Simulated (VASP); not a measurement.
# AlFe (Pm-3m) in VASP: single point with PBE-based screened hybrid

Aim: the single point of AlFe with PBE-based screened hybrid.

Program: VASP 6.6.1. These are calculated values, not measurements. Logs are shortened: lines on timing, memory, paths and dates and some standing lists are left out, and cuts for length are marked.

## 1. The cell of the first run

It takes space group Pm-3m (No. 221, cubic). Conventional cell: a = 2.844 Å, b = 2.844 Å, c = 2.844 Å, α = 90.00°, β = 90.00°, γ = 90.00°. Within 3.3 Å of Fe (site symmetry m-3m) lie 8 Al at 2.46 Å and 6 Fe at 2.84 Å. Within 3.3 Å of Al (site symmetry m-3m) lie 8 Fe at 2.46 Å and 6 Al at 2.84 Å.

## 2. Single point, PBE-based screened hybrid, collinear spin, ferromagnetic start

Input file POSCAR:

```
AlFe
1.0
    2.8440813588      0.0000000000      0.0000000000
    0.0000000000      2.8440813588      0.0000000000
    0.0000000000      0.0000000000      2.8440813588
Fe Al
1 1
Direct
    0.5000000000      0.5000000000      0.5000000000
    0.0000000000      0.0000000000      0.0000000000
```

Input file INCAR.step1:

```
PREC = Accurate
ENCUT = 520
EDIFF = 1E-5
ISMEAR = -1
SIGMA = 0.05
LREAL = False
LASPH = True
NELM = 150
ALGO = Normal
ISIF = 2
LWAVE = True
LCHARG = False
ISPIN = 2
MAGMOM = 3 0
LORBIT = 11
LMAXMIX = 4
GGA = PE
NBANDS = 16
```

Input file INCAR.step2:

```
PREC = Accurate
ENCUT = 520
EDIFF = 1E-6
ISMEAR = -1
SIGMA = 0.05
LREAL = False
LASPH = True
NELM = 150
ALGO = Normal
ISIF = 2
LWAVE = False
LCHARG = False
ISPIN = 2
MAGMOM = 3 0
LORBIT = 11
LMAXMIX = 4
GGA = PE
LHFCALC = True
AEXX = 0.25
HFSCREEN = 0.3
PRECFOCK = Normal
ISTART = 1
NBANDS = 16
```

Input file KPOINTS:

```
regular mesh
0
Gamma
  5 5 5
```

Potentials or basis: VASP PAW PBE potentials, release 64 (Fe, Al).

Launch:

```sh
cat potpaw_PBE.64/Fe/POTCAR potpaw_PBE.64/Al/POTCAR > POTCAR
cp INCAR.step1 INCAR
mpirun -np 1 vasp_std > vasp.out
cp INCAR.step2 INCAR
mpirun -np 1 vasp_std > vasp.out
```

OUTCAR:

```text
PREC = Accurate
   ENCUT = 520
   EDIFF = 1E-6
   ISMEAR = -1
   LREAL = False
   LASPH = True
   NELM = 150
   ISIF = 2
   ISPIN = 2
   LORBIT = 11
   GGA = PE
   LHFCALC = True
   AEXX = 0.25
   HFSCREEN = 0.3
   PRECFOCK = Normal
   ISTART = 1

 ion  position               nearest neighbor table
   1  0.500  0.500  0.500-   2 2.46   2 2.46   2 2.46   2 2.46   2 2.46   2 2.46   2 2.46   2 2.46

   2  0.000  0.000  0.000-   1 2.46   1 2.46   1 2.46   1 2.46   1 2.46   1 2.46   1 2.46   1 2.46

  LATTYP: Found a simple cubic cell.
 ALAT       =     2.8440813588

  Lattice vectors:

 A1 = (   2.8440813588,   0.0000000000,   0.0000000000)
 A2 = (   0.0000000000,   2.8440813588,   0.0000000000)
 A3 = (   0.0000000000,   0.0000000000,   2.8440813588)

Analysis of symmetry for initial positions (statically):
=====================================================================
 Subroutine PRICEL returns:
 Original cell was already a primitive cell.

 Routine SETGRP: Setting up the symmetry group for a
 simple cubic supercell.

 Subroutine GETGRP returns: Found 48 space group operations
 (whereof 48 operations were pure point group operations)
 out of a pool of 48 trial point group operations.

The static configuration has the point symmetry O_h .

Analysis of symmetry for dynamics (positions and initial velocities):
=====================================================================
 Subroutine PRICEL returns:
 Original cell was already a primitive cell.

 Routine SETGRP: Setting up the symmetry group for a
 simple cubic supercell.

 Subroutine GETGRP returns: Found 48 space group operations
 (whereof 48 operations were pure point group operations)
 out of a pool of 48 trial point group operations.

The dynamic configuration has the point symmetry O_h .

Analysis of structural, dynamic, and magnetic symmetry:
=====================================================================
 Subroutine PRICEL returns:
 Original cell was already a primitive cell.

 Routine SETGRP: Setting up the symmetry group for a
 simple cubic supercell.

 Subroutine GETGRP returns: Found 48 space group operations
 (whereof 48 operations were pure point group operations)
 out of a pool of 48 trial point group operations.

The overall configuration has the point symmetry O_h .

 Subroutine INISYM returns: Found 48 space group operations
 (whereof 48 operations are pure point group operations),
 and found     1 'primitive' translations

----------------------------------------------------------------------------------------

                                     Primitive cell

  volume of cell :      23.0052

  direct lattice vectors                    reciprocal lattice vectors
     2.844081359  0.000000000  0.000000000     0.351607382  0.000000000  0.000000000
     0.000000000  2.844081359  0.000000000     0.000000000  0.351607382  0.000000000
     0.000000000  0.000000000  2.844081359     0.000000000  0.000000000  0.351607382

  length of vectors
     2.844081359  2.844081359  2.844081359     0.351607382  0.351607382  0.351607382

  position of ions in fractional coordinates (direct lattice)
     0.500000000  0.500000000  0.500000000
     0.000000000  0.000000000  0.000000000

  ion indices of the primitive-cell ions
   primitive index   ion index
                 1           1
                 2           2

----------------------------------------------------------------------------------------

 KPOINTS: regular mesh

Automatic generation of k-mesh.
 Grid dimensions read from file:
 generate k-points for:    5    5    5

 Generating k-lattice:

  Cartesian coordinates                     Fractional coordinates (reciprocal lattice)
     0.070321476  0.000000000  0.000000000     0.200000000  0.000000000  0.000000000
     0.000000000  0.070321476  0.000000000     0.000000000  0.200000000  0.000000000
     0.000000000  0.000000000  0.070321476     0.000000000  0.000000000  0.200000000

  Length of vectors
     0.070321476  0.070321476  0.070321476

  Shift w.r.t. Gamma in fractional coordinates (k-lattice)
     0.000000000  0.000000000  0.000000000

 Subroutine IBZKPT returns following result:
 ===========================================

 Found     10 irreducible k-points:

 Following reciprocal coordinates:
            Coordinates               Weight
  0.000000  0.000000  0.000000      1.000000
  0.200000  0.000000  0.000000      6.000000
  0.400000  0.000000  0.000000      6.000000
  0.200000  0.200000  0.000000     12.000000
  0.400000  0.200000  0.000000     24.000000
  0.400000  0.400000  0.000000     12.000000
  0.200000  0.200000  0.200000      8.000000
  0.400000  0.200000  0.200000     24.000000
  0.400000  0.400000  0.200000     24.000000
  0.400000  0.400000  0.400000      8.000000
   k-points           NKPTS =     10   k-points in BZ     NKDIM =    125   number of bands    NBANDS=     16
   number of dos      NEDOS =    301   number of ions     NIONS =      2
   total plane-waves  NPLWV =  13824
   dimension x,y,z NGX =    24 NGY =   24 NGZ =   24
   dimension x,y,z NGXF=    48 NGYF=   48 NGZF=   48
   ions per type =               1   1
   NGX,Y,Z   is equivalent  to a cutoff of  14.03, 14.03, 14.03 a.u.
   NGXF,Y,Z  is equivalent  to a cutoff of  28.06, 28.06, 28.06 a.u.
 SYSTEM =  unknown system
   PREC   = accura    normal or accurate (medium, high low for compatibility)
   ISTART =      1    job   : 0-new  1-cont  2-samecut
   ICHARG =      0    charge: 1-file 2-atom 10-const
   ISPIN  =      2    spin polarized calculation?
   LNONCOLLINEAR =      F non collinear calculations
   LSORBIT =      F    spin-orbit coupling
   LASPH  =      T    aspherical Exc in radial PAW
   ENCUT  =  520.0 eV  38.22 Ry    6.18 a.u.   5.29  5.29  5.29*2*pi/ulx,y,z
   NELM   =    150;   NELMIN=  2; NELMDL=  0     # of ELM steps
   EDIFF  = 0.1E-05   stopping-criterion for ELM
   LREAL  =      F    real-space projection
   EDIFFG = 0.1E-04   stopping-criterion for IOM
   NSW    =      0    number of steps for IOM
   IBRION =     -1    ionic relax: 0-MD 1-quasi-New 2-CG
   NFREE  =      0    steps in history (QN), initial steepest desc. (CG)
   ISIF   =      2    stress and relaxation
   ISYM   =      3    0-nonsym 1-usesym 2-fastsym
   POTIM  = 0.5000    time-step for ionic-motion
   TEBEG  =    0.0;   TEEND  =   0.0 temperature during run
   PSTRESS=    0.0 pullay stress
   NELECT =      11.0000    total number of electrons
   NUPDOWN=      -1.0000    fix difference up-down
   EMIN   =  10.00;   EMAX   =-10.00  energy-range for DOS
   EFERMI =   0.00;   METHOD = LEGACY
   ISMEAR =    -1;   SIGMA  =   0.05  broadening in eV -4-tet -1-fermi 0-gaus
   EFERMI_NEDOS =   21; number of points for ismear=-14 and -15
   IALGO  =     38    algorithm
   IMIX   =      1    mixing-type and parameters
     AMIX     =   0.40;   BMIX     =  1.00
     AMIX_MAG =   1.60;   BMIX_MAG =  1.00
  volume/ion in A,a.u.               =      11.50        77.62
  Fermi-wavevector in a.u.,A,eV,Ry     =   1.280158  2.419149 22.297303  1.638806
  Thomas-Fermi vector in A             =   2.412602
   LORBIT       =     11    0 simple, 1 ext, 2 COOP (PROOUT), +10 PAW based schemes
   GGA     = PE    functional components
   LHFCALC =     T    Hartree Fock is set to
   PRECFOCK=normal    Normal, Fast or Accurate (Low or Medium for compatibility)
   ENCUT4O =  -1.0   cutoff for four orbital integrals eV
   NKREDX  =     1    reduce k-point grid by
   NKREDY  =     1    reduce k-point grid by
   NKREDZ  =     1    reduce k-point grid by
   AEXX    =    0.2500 exact exchange contribution
   HFSCREEN=    0.3000 screening length (either q_TF or 0.3 A-1)
   HFSCREENC=   0.3000 screening length for correlation (either q_TF or 0.3 A-1)
   ENCUTFOCK=  -1.0 apply spherical cutoff to Coloumb kernel
   IVDW    =     0    specifies the selected vdW correction
   LEPSILON=     F    determine dielectric tensor
   LRPA    =     F    only Hartree local field effects (RPA)
 spin polarized calculation
  energy-cutoff  :      520.00
  volume of cell :       23.01
 maximum number of plane-waves:       628
 NGX is ok and might be reduce to    24
  NGX = 16; NGY = 16; NGZ = 16

 number of electron      11.0000003 magnetization       0.8741283

 Free energy of the ion-electron system (eV)
  ---------------------------------------------------
  ext. energy  EPLUGINS =         0.00000000
  ---------------------------------------------------
  free energy    TOTEN  =       -14.62411519 eV

  energy without entropy =      -14.61420312  energy(sigma->0) =      -14.61915915

 E-fermi :   8.3651     XC(G=0): -10.1921

 val. band max:        8.1796348634   @ k =   0.4000   0.2000   0.2000
 cond. band min:       8.3989760310   @ k =   0.2000   0.2000   0.0000
 fundamental gap:      0.2193411676
 Fermi energy:         8.3650953070

 spin component 1

 k-point     1 :       0.0000    0.0000    0.0000
  band No.  band energies     occupation
      1      -3.4789      1.00000
      2       4.7498      1.00000
      3       4.7498      1.00000
      4       6.5191      1.00000
      5       6.5191      1.00000
      6       6.5191      1.00000
[... 8 lines left out ...]
     15      31.8910      0.00000
     16      33.3967      0.00000

 k-point     2 :       0.2000    0.0000    0.0000
  band No.  band energies     occupation
      1      -2.6306      1.00000
      2       4.6483      1.00000
      3       4.9660      1.00000
      4       6.1435      1.00000
      5       6.1435      1.00000
      6       6.5610      1.00000
[... 8 lines left out ...]
     15      29.4849      0.00000
     16      31.8132      0.00000
[... 120 lines left out ...]
      4       5.7649      1.00000
      5       7.1350      1.00000
      6       7.1683      1.00000
[... 8 lines left out ...]
     15      33.1105      0.00000
     16      33.9424      0.00000

 k-point    10 :       0.4000    0.4000    0.4000
  band No.  band energies     occupation
      1       2.8537      1.00000
      2       3.5509      1.00000
      3       3.5509      1.00000
      4       7.6762      1.00000
      5       7.6762      1.00000
      6       8.5686      0.01680
[... 8 lines left out ...]
     15      35.7125      0.00000
     16      39.7819      0.00000
 Fermi energy:         8.3650953070

 spin component 2

 k-point     1 :       0.0000    0.0000    0.0000
  band No.  band energies     occupation
      1      -3.6899      1.00000
      2       6.0772      1.00000
      3       6.0772      1.00000
      4       8.7350      0.00061
      5       8.7350      0.00061
      6       8.7350      0.00061
[... 8 lines left out ...]
     15      31.8540      0.00000
     16      33.2230      0.00000

 k-point     2 :       0.2000    0.0000    0.0000
  band No.  band energies     occupation
      1      -2.8445      1.00000
      2       5.6193      1.00000
      3       6.3782      1.00000
      4       8.1668      0.98142
      5       8.1668      0.98141
      6       8.8234      0.00010
[... 8 lines left out ...]
     15      29.6657      0.00000
     16      31.7155      0.00000
[... 121 lines left out ...]
      5       8.5257      0.03869
      6       8.6324      0.00475
[... 8 lines left out ...]
     15      33.0698      0.00000
     16      33.8638      0.00000

 k-point    10 :       0.4000    0.4000    0.4000
  band No.  band energies     occupation
      1       3.4607      1.00000
      2       4.5344      1.00000
      3       4.5344      1.00000
      4       9.2291      0.00000
      5       9.4400      0.00000
      6       9.4400      0.00000
[... 8 lines left out ...]
     15      35.4491      0.00000
     16      39.7097      0.00000

------------------------ aborting loop because EDIFF is reached ----------------------------------------

  FORCE on cell =-STRESS in cart. coord.  units (eV):
  Direction    XX          YY          ZZ          XY          YZ          ZX
  --------------------------------------------------------------------------------------
  -------------------------------------------------------------------------------------
  Total        0.0473600      0.0473600      0.0473600      0.0000000      0.0000000      0.0000000
  in kB        3.2983471      3.2983471      3.2983471      0.0000000      0.0000000      0.0000000
  external PRESSURE =       3.2983471 kB  Pullay stress =       0.0000000 kB

 VOLUME and BASIS-vectors are now :
 -----------------------------------------------------------------------------
  energy-cutoff  :      520.00
  volume of cell :       23.01
      direct lattice vectors                 reciprocal lattice vectors
     2.844081359  0.000000000  0.000000000     0.351607382  0.000000000  0.000000000
     0.000000000  2.844081359  0.000000000     0.000000000  0.351607382  0.000000000
     0.000000000  0.000000000  2.844081359     0.000000000  0.000000000  0.351607382

 POSITION                                       TOTAL-FORCE (eV/Angst)
 -----------------------------------------------------------------------------------
      1.42204      1.42204      1.42204         0.000000      0.000000      0.000000
      0.00000      0.00000      0.00000         0.000000      0.000000      0.000000
 -----------------------------------------------------------------------------------
    total drift:                               -0.000151      0.000219      0.000093

  FREE ENERGIE OF THE ION-ELECTRON SYSTEM (eV)
  ---------------------------------------------------
  free  energy   TOTEN  =       -14.6241151868 eV

  energy  without entropy=      -14.6142031175  energy(sigma->0) =      -14.61915915

 total charge

# of ion       s       p       d       tot
------------------------------------------
    1        0.442   0.530   6.587   7.559
    2        0.459   0.462   0.000   0.921
--------------------------------------------------
tot          0.901   0.992   6.587   8.480

 magnetization (x)

# of ion       s       p       d       tot
------------------------------------------
    1       -0.013   0.005   1.049   1.041
    2       -0.020  -0.051   0.000  -0.071
--------------------------------------------------
tot         -0.033  -0.046   1.049   0.970
```

Run time: 6.9 min. Hardware: 1 thread of Intel Xeon Platinum 8375C at 2.90GHz (Ice Lake), shared host; peak memory 0.26 GiB.

Results:

```
Free energy                                           : -14.6241 eV
Pressure                                              : 0.3 GPa
Net moment                                            : 0.87 μB per cell
Site moments                                          : Fe +1.04; Al -0.07 μB
Valence electrons inside the program's atomic spheres : Fe 7.56; Al 0.92
```

Caveat: the k points lie up to 0.44 Å⁻¹ apart; the PAW data sets were made with another functional, which shifts forces and pressure a little.
